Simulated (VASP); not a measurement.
# Sb (P-3m1) in VASP: single point with PBEsol

Aim: the single point of Sb with PBEsol.

Program: VASP 6.6.1. These are calculated values, not measurements. Logs are shortened: lines on timing, memory, paths and dates and some standing lists are left out, and cuts for length are marked.

## (1) The cell of the first run

The structure is trigonal, space group P-3m1 (No. 164). Conventional cell: a = 4.337 Å, b = 4.337 Å, c = 7.221 Å, α = 90.00°, β = 90.00°, γ = 120.00°. Within 5.6 Å of Sb (site symmetry 3m) lie 12 Sb at 4.25 to 4.54 Å.

## (2) Single point, PBEsol

Contents of INCAR:

```
SYSTEM = Sb
  PREC = Accurate
  ENCUT = 520
  EDIFF = 1E-6
  ISMEAR = -1
  SIGMA = 0.1
  LREAL = .False.
  LASPH = .True.
  NELM = 80
  ALGO = Normal
  ISIF = 2
  LWAVE = .False.
  LCHARG = .False.
  GGA = PS
  NBANDS = 12
```

Contents of KPOINTS:

```
Automatic mesh
0
Gamma
  6 6 4
  0 0 0
```

Contents of POSCAR:

```
Sb
1.0
    4.3368030800      0.0000000000      0.0000000000
   -2.1684015400      3.7557816400      0.0000000000
    0.0000000000      0.0000000000      7.2209965700
Sb
2
Direct
    0.3333333333      0.6666666667      0.2381086100
    0.6666666667      0.3333333333      0.7618913900
```

Potentials or basis: VASP PAW PBE potentials, release 64 (Sb).

Launch:

```sh
$ cat potpaw_PBE.64/Sb/POTCAR > POTCAR
$ mpirun -np 1 vasp_std > vasp.out
```

OUTCAR:

```text
SYSTEM = Sb
   PREC = Accurate
   ENCUT = 520
   EDIFF = 1E-6
   ISMEAR = -1
   LREAL = .False.
   LASPH = .True.
   NELM = 80
   ISIF = 2
   GGA = PS

 ion  position               nearest neighbor table
   1  0.333  0.667  0.238-
   2  0.667  0.333  0.762-

  LATTYP: Found a hexagonal cell.
 ALAT       =     4.3368030800
 C/A-ratio  =     1.6650505999

  Lattice vectors:

 A1 = (   4.3368030800,   0.0000000000,   0.0000000000)
 A2 = (  -2.1684015400,   3.7557816400,   0.0000000000)
 A3 = (   0.0000000000,   0.0000000000,   7.2209965700)

Analysis of symmetry for initial positions (statically):
=====================================================================
 Subroutine PRICEL returns:
 Original cell was already a primitive cell.

 Routine SETGRP: Setting up the symmetry group for a
 hexagonal supercell.

 Subroutine GETGRP returns: Found 12 space group operations
 (whereof 12 operations were pure point group operations)
 out of a pool of 24 trial point group operations.

The static configuration has the point symmetry D_3d.

Analysis of symmetry for dynamics (positions and initial velocities):
=====================================================================
 Subroutine PRICEL returns:
 Original cell was already a primitive cell.

 Routine SETGRP: Setting up the symmetry group for a
 hexagonal supercell.

 Subroutine GETGRP returns: Found 12 space group operations
 (whereof 12 operations were pure point group operations)
 out of a pool of 24 trial point group operations.

The dynamic configuration has the point symmetry D_3d.

 Subroutine INISYM returns: Found 12 space group operations
 (whereof 12 operations are pure point group operations),
 and found     1 'primitive' translations

----------------------------------------------------------------------------------------

                                     Primitive cell

  volume of cell :     117.6162

  direct lattice vectors                    reciprocal lattice vectors
     4.336803080  0.000000000  0.000000000     0.230584599  0.133128080  0.000000000
    -2.168401540  3.755781640  0.000000000     0.000000000  0.266256161  0.000000000
     0.000000000  0.000000000  7.220996570     0.000000000  0.000000000  0.138485040

  length of vectors
     4.336803080  4.336803081  7.220996570     0.266256161  0.266256161  0.138485040

  position of ions in fractional coordinates (direct lattice)
     0.333333333  0.666666667  0.238108610
     0.666666667  0.333333333  0.761891390

  ion indices of the primitive-cell ions
   primitive index   ion index
                 1           1
                 2           2

----------------------------------------------------------------------------------------

 KPOINTS: Automatic mesh

Automatic generation of k-mesh.
 Grid dimensions read from file:
 generate k-points for:    6    6    4

 Generating k-lattice:

  Cartesian coordinates                     Fractional coordinates (reciprocal lattice)
     0.038430767  0.022188013  0.000000000     0.166666667  0.000000000  0.000000000
     0.000000000  0.044376027  0.000000000     0.000000000  0.166666667  0.000000000
     0.000000000  0.000000000  0.034621260     0.000000000  0.000000000  0.250000000

  Length of vectors
     0.044376027  0.044376027  0.034621260

  Shift w.r.t. Gamma in fractional coordinates (k-lattice)
     0.000000000  0.000000000  0.000000000

 Subroutine IBZKPT returns following result:
 ===========================================

 Found     24 irreducible k-points:

 Following reciprocal coordinates:
            Coordinates               Weight
  0.000000  0.000000  0.000000      1.000000
  0.166667  0.000000  0.000000      6.000000
  0.333333  0.000000  0.000000      6.000000
  0.500000  0.000000  0.000000      3.000000
  0.166667  0.166667  0.000000      6.000000
  0.333333  0.166667  0.000000     12.000000
[... 16 lines left out ...]
  0.333333  0.166667  0.500000     12.000000
  0.333333  0.333333  0.500000      2.000000
   k-points           NKPTS =     24   k-points in BZ     NKDIM =     24   number of bands    NBANDS=     12
   number of dos      NEDOS =    301   number of ions     NIONS =      2
   total plane-waves  NPLWV =  55296
   dimension x,y,z NGX =    32 NGY =   32 NGZ =   54
   dimension x,y,z NGXF=    64 NGYF=   64 NGZF=  108
   ions per type =               2
   NGX,Y,Z   is equivalent  to a cutoff of  12.27, 12.27, 12.43 a.u.
   NGXF,Y,Z  is equivalent  to a cutoff of  24.53, 24.53, 24.86 a.u.
 SYSTEM =  Sb
   PREC   = accura    normal or accurate (medium, high low for compatibility)
   ISTART =      0    job   : 0-new  1-cont  2-samecut
   ICHARG =      2    charge: 1-file 2-atom 10-const
   ISPIN  =      1    spin polarized calculation?
   LNONCOLLINEAR =      F non collinear calculations
   LSORBIT =      F    spin-orbit coupling
   LASPH  =      T    aspherical Exc in radial PAW
   ENCUT  =  520.0 eV  38.22 Ry    6.18 a.u.   8.06  8.06 13.43*2*pi/ulx,y,z
   NELM   =     80;   NELMIN=  2; NELMDL= -5     # of ELM steps
   EDIFF  = 0.1E-05   stopping-criterion for ELM
   LREAL  =      F    real-space projection
   EDIFFG = 0.1E-04   stopping-criterion for IOM
   NSW    =      0    number of steps for IOM
   IBRION =     -1    ionic relax: 0-MD 1-quasi-New 2-CG
   NFREE  =      0    steps in history (QN), initial steepest desc. (CG)
   ISIF   =      2    stress and relaxation
   ISYM   =      2    0-nonsym 1-usesym 2-fastsym
   POTIM  = 0.5000    time-step for ionic-motion
   TEBEG  =    0.0;   TEEND  =   0.0 temperature during run
   PSTRESS=    0.0 pullay stress
   NELECT =      10.0000    total number of electrons
   NUPDOWN=      -1.0000    fix difference up-down
   EMIN   =  10.00;   EMAX   =-10.00  energy-range for DOS
   EFERMI =   0.00;   METHOD = LEGACY
   ISMEAR =    -1;   SIGMA  =   0.10  broadening in eV -4-tet -1-fermi 0-gaus
   EFERMI_NEDOS =   21; number of points for ismear=-14 and -15
   IALGO  =     38    algorithm
   IMIX   =      4    mixing-type and parameters
     AMIX     =   0.40;   BMIX     =  1.00
     AMIX_MAG =   1.60;   BMIX_MAG =  1.00
  volume/ion in A,a.u.               =      58.81       396.86
  Fermi-wavevector in a.u.,A,eV,Ry     =   0.719867  1.360352  7.050660  0.518209
  Thomas-Fermi vector in A             =   1.809173
   LORBIT       =      0    0 simple, 1 ext, 2 COOP (PROOUT), +10 PAW based schemes
   GGA     = PS    functional components
   LHFCALC =     F    Hartree Fock is set to
   AEXX    =    0.0000 exact exchange contribution
   IVDW    =     0    specifies the selected vdW correction
   LEPSILON=     F    determine dielectric tensor
   LRPA    =     F    only Hartree local field effects (RPA)
 non-spin polarized calculation
  energy-cutoff  :      520.00
  volume of cell :      117.62
 maximum number of plane-waves:      3186
   NGX = 17   NGY = 17   NGZ = 27

 number of electron      10.0000000 magnetization

 Free energy of the ion-electron system (eV)
  ---------------------------------------------------
  ext. energy  EPLUGINS =         0.00000000
  ---------------------------------------------------
  free energy    TOTEN  =        -5.02896832 eV

  energy without entropy =       -4.93217019  energy(sigma->0) =       -4.98056925

 E-fermi :   1.0956     XC(G=0):  -7.2791

 val. band max:        1.0785235745   @ k =   0.1667   0.0000   0.2500
 cond. band min:       1.0993927445   @ k =  -0.1667   0.5000   0.2500
 fundamental gap:      0.0208691700
 Fermi energy:         1.0955969342

 k-point     1 :       0.0000    0.0000    0.0000
  band No.  band energies     occupation
      1      -8.0914      2.00000
      2      -7.2993      2.00000
      3      -1.1153      2.00000
      4       2.2108      0.00003
      5       2.2108      0.00003
      6       2.5589      0.00000
      7       2.6544      0.00000
      8       2.6544      0.00000
      9       5.9076      0.00000
     10       6.3783      0.00000
     11       8.7385      0.00000
     12       8.9824      0.00000

 k-point     2 :       0.1667    0.0000    0.0000
  band No.  band energies     occupation
      1      -7.9329      2.00000
      2      -7.2040      2.00000
      3      -0.8829      2.00000
      4       1.1324      0.81799
      5       1.6493      0.00785
      6       1.8999      0.00064
      7       2.4575      0.00000
      8       2.5548      0.00000
      9       6.8081      0.00000
     10       7.0395      0.00000
     11       8.1847      0.00000
     12       8.6511      0.00000

 k-point     3 :       0.3333    0.0000    0.0000
  band No.  band energies     occupation
      1      -7.5426      2.00000
      2      -7.0272      2.00000
      3      -0.3299      2.00000
      4      -0.2434      2.00000
      5       0.3090      1.99923
      6       1.4460      0.05841
      7       1.9854      0.00027
      8       2.2920      0.00001
      9       6.2076      0.00000
     10       7.0148      0.00000
     11       7.1974      0.00000
     12       9.0138      0.00000
[... 286 lines left out ...]
 k-point    23 :       0.3333    0.1667    0.5000
  band No.  band energies     occupation
      1      -7.1651      2.00000
      2      -7.0893      2.00000
      3      -0.7161      2.00000
      4      -0.6472      2.00000
      5       0.7428      1.94295
      6       0.9150      1.71775
      7       1.7713      0.00232
      8       1.8642      0.00092
      9       6.5401      0.00000
     10       6.6702      0.00000
     11       7.7994      0.00000
     12       7.8956      0.00000

 k-point    24 :       0.3333    0.3333    0.5000
  band No.  band energies     occupation
      1      -7.0372      2.00000
      2      -7.0372      2.00000
      3      -0.4605      2.00000
      4      -0.4605      2.00000
      5      -0.0938      1.99999
      6       0.1440      1.99985
      7       1.9391      0.00043
      8       1.9391      0.00043
      9       6.9703      0.00000
     10       6.9703      0.00000
     11       7.5772      0.00000
     12       7.6144      0.00000

------------------------ aborting loop because EDIFF is reached ----------------------------------------

  FORCE on cell =-STRESS in cart. coord.  units (eV):
  Direction    XX          YY          ZZ          XY          YZ          ZX
  --------------------------------------------------------------------------------------
  -------------------------------------------------------------------------------------
  Total       -6.1536609     -6.1536609     -5.8986329      0.0000000      0.0000000      0.0000000
  in kB      -83.8256577    -83.8256577    -80.3516460      0.0000000      0.0000000      0.0000000
  external PRESSURE =     -82.6676538 kB  Pullay stress =       0.0000000 kB

 VOLUME and BASIS-vectors are now :
 -----------------------------------------------------------------------------
  energy-cutoff  :      520.00
  volume of cell :      117.62
      direct lattice vectors                 reciprocal lattice vectors
     4.336803080  0.000000000  0.000000000     0.230584599  0.133128080  0.000000000
    -2.168401540  3.755781640  0.000000000     0.000000000  0.266256161  0.000000000
     0.000000000  0.000000000  7.220996570     0.000000000  0.000000000  0.138485040

 POSITION                                       TOTAL-FORCE (eV/Angst)
 -----------------------------------------------------------------------------------
     -0.00000      2.50385      1.71938         0.000000      0.000000     -0.404781
      2.16840      1.25193      5.50162        -0.000000     -0.000000      0.404781
 -----------------------------------------------------------------------------------
    total drift:                                0.000000     -0.000000      0.000000

  FREE ENERGIE OF THE ION-ELECTRON SYSTEM (eV)
  ---------------------------------------------------
  free  energy   TOTEN  =        -5.0289683205 eV

  energy  without entropy=       -4.9321701870  energy(sigma->0) =       -4.98056925
```

Run time: 9.5 s. Hardware: 1 thread of Intel Xeon 6975P-C (Granite Rapids), shared host; peak memory 0.22 GiB.

What came out:

* Free energy: -5.0290 eV
* Pressure: -8.3 GPa
* Largest force: 0.405 eV/Å
* Band gap on the k mesh: zero (band 5 reaches 2.37 eV, above the bottom of band 6 at 0.14 eV)

Forces on the atoms (eV/Å):
```
Sb   0.000  0.000 -0.405
Sb   0.000  0.000  0.405
```

Levels at points of the mesh, in eV from the Fermi level:
```csv
k point,band 1,band 2,band 3,band 4,band 5,band 6,band 7,band 8,band 9,band 10
"(0.00, 0.00, 0.00)",-9.19,-8.39,-2.21,1.12,1.12,1.46,1.56,1.56,4.81,5.28
"(0.50, 0.00, 0.00)",-8.36,-8.08,-2.00,-1.41,-0.70,0.16,0.32,1.06,4.75,5.49
"(0.00, 0.00, 0.50)",-8.93,-8.74,-0.89,-0.57,1.27,1.27,1.39,1.39,5.71,5.79
"(0.50, 0.00, 0.50)",-8.25,-8.18,-2.09,-2.00,0.38,0.46,0.49,0.67,4.87,4.97
```

Caveat: the PAW data sets were made with another functional, which shifts forces and pressure a little; spin-orbit coupling is left out, which moves the levels of the heavy elements.
